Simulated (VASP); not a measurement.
# Nb2FeS2 in VASP: single point with PBE

Aim: the single point of Nb2FeS2 with PBE.

Program: VASP 6.6.1. These are calculated values, not measurements. Logs are shortened: lines on timing, memory, paths and dates and some standing lists are left out, and cuts for length are marked.

**1. The cell of the first run**

The typed cell holds 5 atoms: a = 3.291 Å, b = 3.291 Å, c = 8.603 Å, α = 90.00°, β = 90.00°, γ = 120.00°.

**2. Single point, PBE**

INCAR

```
SYSTEM = Nb2FeS2
PREC = Accurate
ENCUT = 520
EDIFF = 1E-6
ISMEAR = -1
SIGMA = 0.0156
LREAL = .False.
LASPH = .True.
NELM = 80
ALGO = Normal
ISIF = 2
LWAVE = .False.
LCHARG = .False.
GGA = PE
NBANDS = 31
```

KPOINTS

```
regular mesh
0
Gamma
  12 12 4
  0 0 0
```

POSCAR

```
Nb2FeS2
1.0
    3.2905020000      0.0000000000      0.0000000000
   -1.6452510000      2.8496620000      0.0000000000
    0.0000000000      0.0000000000      8.6032190000
Nb S Fe
2 2 1
Direct
    0.3333000000      0.6667000000      0.1410000000
    0.6667000000      0.3333000000      0.8590000000
    0.3333000000      0.6667000000      0.6670000000
    0.6667000000      0.3333000000      0.3330000000
    0.0000000000      0.0000000000      0.0000000000
```

Potentials or basis: VASP PAW PBE potentials, release 64 (Nb_sv, S, Fe).

On the command line:

```
$ cat potpaw_PBE.64/Nb_sv/POTCAR potpaw_PBE.64/S/POTCAR potpaw_PBE.64/Fe/POTCAR > POTCAR
$ mpirun -np 1 vasp_std > vasp.out
```

OUTCAR:

```text
SYSTEM = Nb2FeS2
   PREC = Accurate
   ENCUT = 520
   EDIFF = 1E-6
   ISMEAR = -1
   LREAL = .False.
   LASPH = .True.
   NELM = 80
   ISIF = 2
   GGA = PE

 ion  position               nearest neighbor table
   1  0.333  0.667  0.141-   5 2.25   5 2.25   5 2.25   4 2.52   4 2.52   4 2.52
   2  0.667  0.333  0.859-   5 2.25   5 2.25   5 2.25   3 2.52   3 2.52   3 2.52
   3  0.333  0.667  0.667-   2 2.52   2 2.52   2 2.52
   4  0.667  0.333  0.333-   1 2.52   1 2.52   1 2.52
   5  0.000  0.000  0.000-   1 2.25   2 2.25   2 2.25   1 2.25   2 2.25   1 2.25

  LATTYP: Found a hexagonal cell.
 ALAT       =     3.2905020000
 C/A-ratio  =     2.6145612432

  Lattice vectors:

 A1 = (   3.2905020000,   0.0000000000,   0.0000000000)
 A2 = (  -1.6452510000,   2.8496620000,   0.0000000000)
 A3 = (   0.0000000000,   0.0000000000,   8.6032190000)

Analysis of symmetry for initial positions (statically):
=====================================================================
 Subroutine PRICEL returns:
 Original cell was already a primitive cell.

 Routine SETGRP: Setting up the symmetry group for a
 hexagonal supercell.

 Subroutine GETGRP returns: Found  4 space group operations
 (whereof  4 operations were pure point group operations)
 out of a pool of 24 trial point group operations.

The static configuration has the point symmetry C_2h.

Analysis of symmetry for dynamics (positions and initial velocities):
=====================================================================
 Subroutine PRICEL returns:
 Original cell was already a primitive cell.

 Routine SETGRP: Setting up the symmetry group for a
 hexagonal supercell.

 Subroutine GETGRP returns: Found  4 space group operations
 (whereof  4 operations were pure point group operations)
 out of a pool of 24 trial point group operations.

The dynamic configuration has the point symmetry C_2h.

 Subroutine INISYM returns: Found  4 space group operations
 (whereof  4 operations are pure point group operations),
 and found     1 'primitive' translations

----------------------------------------------------------------------------------------

                                     Primitive cell

  volume of cell :      80.6708

  direct lattice vectors                    reciprocal lattice vectors
     3.290502000  0.000000000  0.000000000     0.303904997  0.175459405  0.000000000
    -1.645251000  2.849662000  0.000000000     0.000000000  0.350918811  0.000000000
     0.000000000  0.000000000  8.603219000     0.000000000  0.000000000  0.116235563

  length of vectors
     3.290502000  3.290505184  8.603219000     0.350919150  0.350918811  0.116235563
[... 91 lines left out ...]
   IBRION =     -1    ionic relax: 0-MD 1-quasi-New 2-CG
   NFREE  =      0    steps in history (QN), initial steepest desc. (CG)
   ISIF   =      2    stress and relaxation
   ISYM   =      2    0-nonsym 1-usesym 2-fastsym
   POTIM  = 0.5000    time-step for ionic-motion
   TEBEG  =    0.0;   TEEND  =   0.0 temperature during run
   PSTRESS=    0.0 pullay stress
   NELECT =      46.0000    total number of electrons
   NUPDOWN=      -1.0000    fix difference up-down
   EMIN   =  10.00;   EMAX   =-10.00  energy-range for DOS
   EFERMI =   0.00;   METHOD = LEGACY
   ISMEAR =    -1;   SIGMA  =   0.02  broadening in eV -4-tet -1-fermi 0-gaus
   EFERMI_NEDOS =   21; number of points for ismear=-14 and -15
   IALGO  =     38    algorithm
   IMIX   =      4    mixing-type and parameters
     AMIX     =   0.40;   BMIX     =  1.00
     AMIX_MAG =   1.60;   BMIX_MAG =  1.00
  volume/ion in A,a.u.               =      16.13       108.88
  Fermi-wavevector in a.u.,A,eV,Ry     =   1.357548  2.565394 25.074684  1.842937
  Thomas-Fermi vector in A             =   2.484457
   LORBIT       =      0    0 simple, 1 ext, 2 COOP (PROOUT), +10 PAW based schemes
   GGA     = PE    functional components
   LHFCALC =     F    Hartree Fock is set to
   AEXX    =    0.0000 exact exchange contribution
   IVDW    =     0    specifies the selected vdW correction
   LEPSILON=     F    determine dielectric tensor
   LRPA    =     F    only Hartree local field effects (RPA)
 non-spin polarized calculation
  energy-cutoff  :      520.00
  volume of cell :       80.67
 maximum number of plane-waves:      2192
   NGX = 13   NGY = 13   NGZ = 31

 number of electron      45.9999996 magnetization

 Free energy of the ion-electron system (eV)
  ---------------------------------------------------
  ext. energy  EPLUGINS =         0.00000000
  ---------------------------------------------------
  free energy    TOTEN  =       -36.48152313 eV

  energy without entropy =      -36.47816592  energy(sigma->0) =      -36.47984452

 E-fermi :   8.1010     XC(G=0): -11.5348

 val. band max:        8.0967572134   @ k =   0.5000   0.3333   0.0000
 cond. band min:       8.1138506981   @ k =   0.4167   0.0000   0.0000
 fundamental gap:      0.0170934847
 Fermi energy:         8.1009764065

 k-point     1 :       0.0000    0.0000    0.0000
  band No.  band energies     occupation
      1     -46.5762      2.00000
      2     -46.4944      2.00000
      3     -22.9625      2.00000
      4     -22.6149      2.00000
      5     -22.6148      2.00000
      6     -22.4901      2.00000
[... 805 lines left out ...]
     30      12.0927      0.00000
     31      13.1018      0.00000

 [... further k-points ...]

------------------------ aborting loop because EDIFF is reached ----------------------------------------

  FORCE on cell =-STRESS in cart. coord.  units (eV):
  Direction    XX          YY          ZZ          XY          YZ          ZX
  --------------------------------------------------------------------------------------
  -------------------------------------------------------------------------------------
  Total       14.8647166     14.8646343     14.4930250     -0.0001045      0.0024543     -0.0042509
  in kB      295.2233660    295.2217315    287.8413191     -0.0020752      0.0487434     -0.0844250
  external PRESSURE =     292.7621388 kB  Pullay stress =       0.0000000 kB

 VOLUME and BASIS-vectors are now :
 -----------------------------------------------------------------------------
  energy-cutoff  :      520.00
  volume of cell :       80.67
      direct lattice vectors                 reciprocal lattice vectors
     3.290502000  0.000000000  0.000000000     0.303904997  0.175459405  0.000000000
    -1.645251000  2.849662000  0.000000000     0.000000000  0.350918811  0.000000000
     0.000000000  0.000000000  8.603219000     0.000000000  0.000000000  0.116235563

 POSITION                                       TOTAL-FORCE (eV/Angst)
 -----------------------------------------------------------------------------------
     -0.00016      1.89987      1.21305         0.001229     -0.000710      5.256264
      1.64542      0.94979      7.39017        -0.001229      0.000710     -5.256264
     -0.00016      1.89987      5.73835         0.001146     -0.000662     -0.227426
      1.64542      0.94979      2.86487        -0.001146      0.000662      0.227426
      0.00000      0.00000      0.00000         0.000000     -0.000000      0.000000
 -----------------------------------------------------------------------------------
    total drift:                                0.000000      0.000000      0.000000

  FREE ENERGIE OF THE ION-ELECTRON SYSTEM (eV)
  ---------------------------------------------------
  free  energy   TOTEN  =       -36.4815231268 eV

  energy  without entropy=      -36.4781659221  energy(sigma->0) =      -36.47984452
```

Wall time 3.5 min (1 thread of Intel Xeon Platinum 8488C (Sapphire Rapids), shared host); peak memory 0.46 GiB.

What came out:

```
Free energy            : -36.4815 eV
Pressure               : 29.3 GPa
Largest force          : 5.256 eV/Å
Band gap on the k mesh : zero (bands 23 and 24 overlap by 0.61 eV)
```

Forces in eV/Å, atoms in the order of the input:
```
Nb   0.001 -0.001  5.256
Nb  -0.001  0.001 -5.256
S    0.001 -0.001 -0.227
S   -0.001  0.001  0.227
Fe   0.000  0.000  0.000
```

Stress tensor (GPa, compression positive):
```
29.52  0.00 -0.01
 0.00 29.52  0.00
-0.01  0.00 28.78
```

Caveat: the cell stands under pressure; the run has no spin polarisation, though such a crystal can be magnetic; forces of over 1 eV/Å act on the atoms, so gaps and moduli don't describe the material at rest. With open d or f shells a metallic result of PBE can be an artefact of self-interaction; +U or a hybrid may open a gap.
